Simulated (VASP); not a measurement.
Crystal: CoSi2.

```xyz
3
Lattice="0.0000 2.6913 2.6913 2.6913 0.0000 2.6913 2.6913 2.6913 0.0000" Properties=species:S:1:pos:R:3 pbc="T T T"
Co    0.0000    0.0000    0.0000
Si    1.3457    1.3457    1.3457
Si    4.0370    4.0370    4.0370
```

Program: VASP 6.6.1. Alike in all runs: task single point; level PBEsol; potentials or basis VASP PAW PBE potentials, release 64 (Co, Si); spin collinear, ferromagnetic start; cell as given; k mesh 14 × 14 × 14; cutoff (eV) 520; smearing gaussian 0.15 eV.

Problem. Order these runs on this cell by their pressure, lowest first.
A. fixed moment (μB) 1.925
B. fixed moment (μB) 0.275
C. fixed moment (μB) 1.375
D. fixed moment (μB) 0.825

Solution. B (-6.8 GPa), D (-4.4 GPa), C (1.1 GPa), A (6.3 GPa).

Caveats: the PAW data sets were made with another functional, which shifts forces and pressure a little; the total moment is fixed, so each spin has its own Fermi level.
